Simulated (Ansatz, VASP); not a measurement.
Al in VASP and in Ansatz

```
CELL_PARAMETERS angstrom
2.88252 0.00000 0.00000
-1.44126 2.49634 0.00000
0.00000 0.00000 9.36616
ATOMIC_POSITIONS crystal
Al 0.66667 0.33333 0.75000
Al 0.00000 0.00000 0.50000
Al 0.33333 0.66667 0.25000
Al 0.00000 0.00000 0.00000
```

Alike in both runs: task single point; functional r2SCAN; k mesh 11 × 11 × 3; occupations fermi-dirac, width 0.05 eV; no spin polarisation.

|  | VASP | Ansatz |
| --- | --- | --- |
| version | VASP 6.6.1 | Ansatz 0.2.0 |
| potentials or method | VASP PAW PBE potentials, release 64 (Al) | Ansatz PAW |
| plane-wave cutoff (eV) | 520 | 500 |
| valence electrons in the cell | 12 | 12 |

VASP gave:

* gap on the k mesh at the Fermi level (eV): none
* pressure (GPa): -4.5
* traceless stress, the component that is largest in VASP (GPa): 1.24

Q: What did Ansatz give for the same quantities?

A: gap on the k mesh at the Fermi level (eV): none; pressure (GPa): -4.2; traceless stress, the component that is largest in VASP (GPa): 1.24.

VASP's potentials were made for PBE, not for r2SCAN. A gap of «none» marks a metal or a gap that the smearing closes. With one functional, cell and mesh, what is left measures potentials, basis and numerics.
